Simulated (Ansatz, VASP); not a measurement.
# Ca: VASP beside Ansatz

```xyz
1
Lattice="0.0000 2.4061 2.4061 2.4061 0.0000 2.4061 2.4061 2.4061 0.0000" Properties=species:S:1:pos:R:3 pbc="T T T"
Ca    0.0000    0.0000    0.0000
```

Alike in both runs: task relaxation of cell and atoms; functional PBE; k mesh 6 × 6 × 6; occupations tetrahedron; no spin polarisation.

|  | VASP | Ansatz |
| --- | --- | --- |
| version | VASP 6.6.1 | Ansatz 0.2.0 |
| potentials or method | VASP PAW PBE potentials, release 64 (Ca_sv), cutoff 500 eV | PAW plane waves |
| valence electrons in the cell | 10 | 10 |

Ansatz gave:

| Property | Result |
| --- | --- |
| gap on the k mesh at the Fermi level, each at its own relaxed structure (eV) | none |
| relaxed volume (Å³/atom) | 41.43 |
| relaxed cell length with the largest relative difference (Å) | 3.884 |

Problem. What did VASP give for the same quantities?

Solution. gap on the k mesh at the Fermi level, each at its own relaxed structure (eV): none; relaxed volume (Å³/atom): 41.45; relaxed cell length with the largest relative difference (Å): 3.884.

A gap of «none» marks a metal or a gap that the smearing closes. Ansatz's warnings: band table not solved further, forces under tetrahedra, tetrahedron derivatives may miss energy slope.

The k mesh is coarse, so the values compare programs but aren't converged. Noted on VASP's run: the volume moved by over 15 % at a fixed basis, so the end points are rough.
